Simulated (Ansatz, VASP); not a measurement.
# Two plane-wave programs on MnSi7C8

Contents of INCAR:

```
  PREC = Accurate
  ENCUT = 520
  EDIFF = 1E-7
  ISMEAR = 0
  SIGMA = 0.05
  LREAL = Auto
  LASPH = T
  NELM = 150
  ALGO = Normal
  ISIF = 2
  LWAVE = F
  LCHARG = T
  ISPIN = 2
  MAGMOM = 3.33 0.01 0.01 0.01 0.01 0.01 0.01 0 -0.15 -0.15 -0.15 0 -0.15 0 0 0
  LORBIT = 11
  LMAXMIX = 4
  LDAU = T
  LDAUTYPE = 2
  LDAUL = 2 -1 -1
  LDAUU = 3.5 0 0
  LDAUJ = 0 0 0
  LDAUPRINT = 1
  GGA = PS
  LELF = T
  LVHAR = T
  NBANDS = 54
```

Contents of KPOINTS:

```
Automatic mesh
0
Gamma
  3 3 3
```

POSCAR

```
MnSi7C8
1.0
    0.0000000000      4.3580000000      4.3580000000
    4.3580000000      0.0000000000      4.3580000000
    4.3580000000      4.3580000000      0.0000000000
Mn Si C
1 7 8
Direct
    0.0000000000      0.0000000000      1.0000000000
    0.9988277849      0.9988277849      0.5011722151
    0.9988277849      0.5011722151      0.9988277849
    0.9988277849      0.5011722151      0.5011722151
    0.5011722151      0.9988277849      0.9988277849
    0.5011722151      0.9988277849      0.5011722151
    0.5011722151      0.5011722151      0.9988277849
    0.5000000000      0.5000000000      0.5000000000
    0.1304116123      0.1304116123      0.1304116123
    0.1304116123      0.1304116123      0.6087651631
    0.1304116123      0.6087651631      0.1304116123
    0.1252462076      0.6249179308      0.6249179308
    0.6087651631      0.1304116123      0.1304116123
    0.6249179308      0.1252462076      0.6249179308
    0.6249179308      0.6249179308      0.1252462076
    0.6249179308      0.6249179308      0.6249179308
```

Input for Ansatz:

```yaml
crystal:
  lattice:
    - [0.0, 4.358, 4.358]
    - [4.358, 0.0, 4.358]
    - [4.358, 4.358, 0.0]
  atoms:
    - { symbol: Mn, position: [0.0, 0.0, 1.0], spin: 3.0 }
    - { symbol: Si, position: [0.9988277849, 0.9988277849, 0.5011722151] }
    - { symbol: Si, position: [0.9988277849, 0.5011722151, 0.9988277849] }
    - { symbol: Si, position: [0.9988277849, 0.5011722151, 0.5011722151] }
    - { symbol: Si, position: [0.5011722151, 0.9988277849, 0.9988277849] }
    - { symbol: Si, position: [0.5011722151, 0.9988277849, 0.5011722151] }
    - { symbol: Si, position: [0.5011722151, 0.5011722151, 0.9988277849] }
    - { symbol: Si, position: [0.5, 0.5, 0.5] }
    - { symbol: C, position: [0.1304116123, 0.1304116123, 0.1304116123] }
    - { symbol: C, position: [0.1304116123, 0.1304116123, 0.6087651631] }
    - { symbol: C, position: [0.1304116123, 0.6087651631, 0.1304116123] }
    - { symbol: C, position: [0.1252462076, 0.6249179308, 0.6249179308] }
    - { symbol: C, position: [0.6087651631, 0.1304116123, 0.1304116123] }
    - { symbol: C, position: [0.6249179308, 0.1252462076, 0.6249179308] }
    - { symbol: C, position: [0.6249179308, 0.6249179308, 0.1252462076] }
    - { symbol: C, position: [0.6249179308, 0.6249179308, 0.6249179308] }
basis:
  ecutwfc: 420
  ecutrho_ratio: 4
kpoints:
  mp_grid: { grid: [3, 3, 3] }
hamiltonian:
  xc: pbesol
  hubbard:
    sites:
      - { site: 0, l: d, u_eff: 3.5, starting_ns: [{ spin: up, occupation_matrix: s0up }, { spin: down, occupation_matrix: s0down }] }
    occupation_matrices:
      s0up:
        matrix:
          - [0.97, 0.0, 0.0, 0.0, 0.0]
          - [0.0, 0.02, 0.0, 0.0, 0.0]
          - [0.0, 0.0, 0.02, 0.0, 0.0]
          - [0.0, 0.0, 0.0, 0.97, 0.0]
          - [0.0, 0.0, 0.0, 0.0, 0.97]
      s0down:
        matrix:
          - [0.02, 0.0, 0.0, 0.0, 0.0]
          - [0.0, 0.02, 0.0, 0.0, 0.0]
          - [0.0, 0.0, 0.02, 0.0, 0.0]
          - [0.0, 0.0, 0.0, 0.02, 0.0]
          - [0.0, 0.0, 0.0, 0.0, 0.02]
    ns_hold: { iters: 10 }
scf:
  occupations: { method: gaussian, width: 0.05 }
  lower_state_search: "off"
  max_iter: 150
output:
  forces: true
  stress: true
  eigenvalues: true
  populations: true
  hubbard: { sites: [{ site: 0, l: d }] }
  write_density: true
  write_potential: true
  elf: true
  volumetric_format: npy
magnetization:
  spin_polarized: true
```

Alike in both runs: task single point; functional PBEsol; k mesh 3 × 3 × 3; occupations gaussian, width 0.05 eV; collinear spin; Hubbard terms Mn d U = 3.5 eV.

```csv
,VASP,Ansatz
version,VASP 6.6.1,Ansatz 0.2.0
potentials or method,"VASP PAW PBE potentials, release 64 (Mn_pv, Si, C), cutoff 520 eV","scalar-relativistic, plane waves, PAW"
valence electrons in the cell,73,75
```

Ansatz gave:

- gap on the k mesh at the Fermi level (eV): none
- pressure (GPa): 4.5
- rms of the force components (eV/Å): 0.002
- net moment per atom (μB): 0.19
- size of the moment on the site where the two differ most (μB): 3.03

Problem. What did VASP give for the same quantities?

Solution. gap on the k mesh at the Fermi level (eV): none; pressure (GPa): 4.5; rms of the force components (eV/Å): 0.033; net moment per atom (μB): 0.19; size of the moment on the site where the two differ most (μB): 3.39.

VASP's potentials were made for PBE, not for PBEsol. Site moments also hang on the region over which each program counts them. The programs project onto different local orbitals, so the same U acts differently, and such runs can settle in different states. Atom by atom the forces differ by 0.033 eV/Å (rms over components). A gap of «none» marks a metal or a gap that the smearing closes. VASP's potentials hold 73 valence electrons a cell and Ansatz's 75, so a difference there can come from the potentials and not from the codes. Ansatz's warnings: filled band counts differ across k points, specified occupation not kept, symmetry narrowed by occupation matrices.

The k mesh is coarse, so the values compare programs but aren't converged.
